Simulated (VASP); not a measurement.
**RbSi2: single point with PBE**

The system is RbSi2.

```xyz
3
Lattice="3.9760 0.0000 0.0000 -1.9880 3.4433 0.0000 0.0000 0.0000 6.0416" Properties=species:S:1:pos:R:3 pbc="T T T"
Rb    0.0000    0.0000    0.0000
Si    0.0000    2.2956    2.7140
Si    1.9880    1.1478    3.3276
```

The cell was built from a structure type or drawn by symmetry, and may not be a known phase.

| Quantity | Value |
| --- | --- |
| Program | VASP 6.6.1 |
| Task | single point |
| Functional | PBE |
| Potentials or basis | VASP PAW PBE potentials, release 64 (Rb_sv, Si) |
| Cutoff | 520 eV |
| k mesh | 6 × 6 × 4 |
| Occupations | gaussian, width 0.1 eV |
| Spin | no spin polarisation |
| Dipole correction | no |
| Further INCAR settings | ALGO = Normal; EDIFF = 1e-06; NBANDS = 16 |

- Pressure: -0.1 GPa
- Largest force: 0.017 eV/Å
- Band gap on the k mesh: zero (an odd number of electrons rules out a gap without spin polarisation)

Forces on the atoms (eV/Å):
```
Rb   0.000  0.000  0.000
Si   0.000  0.000  0.017
Si   0.000  0.000 -0.017
```

Stress tensor (GPa, compression positive):
```
-0.07  0.00  0.00
 0.00 -0.07  0.00
 0.00  0.00 -0.28
```

Levels at points of the mesh, in eV from the Fermi level:
```
           k point  band 4  band 5  band 6  band 7  band 8  band 9  band 10  band 11  band 12  band 13
(0.00, 0.00, 0.00)  -11.77  -10.91   -3.33   -1.32   -1.32   -0.41     1.01     2.58     2.58     4.34
(0.50, 0.00, 0.00)  -11.91   -8.71   -7.23   -2.61   -2.24    0.01     0.43     2.22     3.76     4.11
(0.00, 0.00, 0.50)  -11.77  -10.41   -4.31   -1.28   -1.28    1.01     2.03     2.31     2.31     2.43
(0.50, 0.00, 0.50)  -11.92   -8.83   -7.05   -2.69   -1.75   -0.98     0.78     3.02     3.54     5.30
```

It took 45 s on 1 thread of Intel Xeon 8259CL, on a shared host, peak memory 0.2 GiB.
